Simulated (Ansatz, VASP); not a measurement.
## KF in VASP and in Ansatz

INCAR

```
ALGO     = Normal         # electronic algorithm
EDIFF    = 1E-6           # SCF threshold, eV
EDIFFG   = -0.005         # ionic threshold
ENCUT    = 600            # plane-wave cutoff, eV
GGA      = PE             # functional
IBRION   = 2              # ionic algorithm
ISIF     = 3              # what is computed and relaxed
ISMEAR   = -1             # smearing method
LASPH    = True           # aspherical terms in the spheres
LCHARG   = False          # write CHGCAR
LREAL    = False          # projectors in reciprocal space
LWAVE    = False          # write WAVECAR
NELM     = 60             # most SCF steps
NSW      = 100            # ionic steps
PREC     = Accurate       # precision mode
SIGMA    = 0.03           # smearing width, eV
```

Contents of KPOINTS:

```
k-points
0
Gamma
  11 11 6
```

The input POSCAR:

```
KF
1.0
    3.6645736486      0.0000000000      0.0000000000
   -1.8322868243      3.1736138737      0.0000000000
    0.0000000000      0.0000000000      5.9732550472
K F
2 2
Direct
    0.3333333333      0.6666666667      0.0000000000
    0.6666666667      0.3333333333      0.5000000000
    0.3333333333      0.6666666667      0.3760000000
    0.6666666667      0.3333333333      0.8760000000
```

Input for Ansatz:

```yaml
crystal:
  lattice:
    - [3.6645736486, 0.0, 0.0]
    - [-1.8322868243, 3.1736138737, 0.0]
    - [0.0, 0.0, 5.9732550472]
  atoms:
    - { symbol: K, position: [0.3333333333, 0.6666666667, 0.0] }
    - { symbol: K, position: [0.6666666667, 0.3333333333, 0.5] }
    - { symbol: F, position: [0.3333333333, 0.6666666667, 0.376] }
    - { symbol: F, position: [0.6666666667, 0.3333333333, 0.876] }
kpoints:
  mp_grid: { grid: [11, 11, 6] }
scf:
  occupations: { method: fermi_dirac, width: 0.03 }
hamiltonian:
  xc: pbe
  pseudopotentials: { kind: paw }
output:
  forces: true
  stress: true
relax:
  f_tol: 0.005
  max_steps: 80
  cell: {}
```

Alike in both runs: task relaxation of cell and atoms; functional PBE; k mesh 11 × 11 × 6; occupations fermi-dirac, width 0.03 eV; no spin polarisation.

|  | VASP | Ansatz |
| --- | --- | --- |
| version | VASP 6.6.1 | Ansatz 0.2.0 |
| potentials or method | VASP PAW PBE potentials, release 64 (K_sv, F) | PAW with Ansatz's default frozen-core files, scalar-relativistic |
| plane-wave cutoff (eV) | 600 | 420 |
| valence electrons in the cell | 32 | 32 |

|  | VASP | Ansatz | Ansatz less VASP |
| --- | --- | --- | --- |
| relaxed volume (Å³/atom) | 23.08 | 24.07 | +0.987 |
| relaxed cell length with the largest relative difference (Å) | 4.433 | 4.547 | +0.1144 |

Noted on VASP's run: the volume moved by over 15 % at a fixed basis, so the end points are rough.
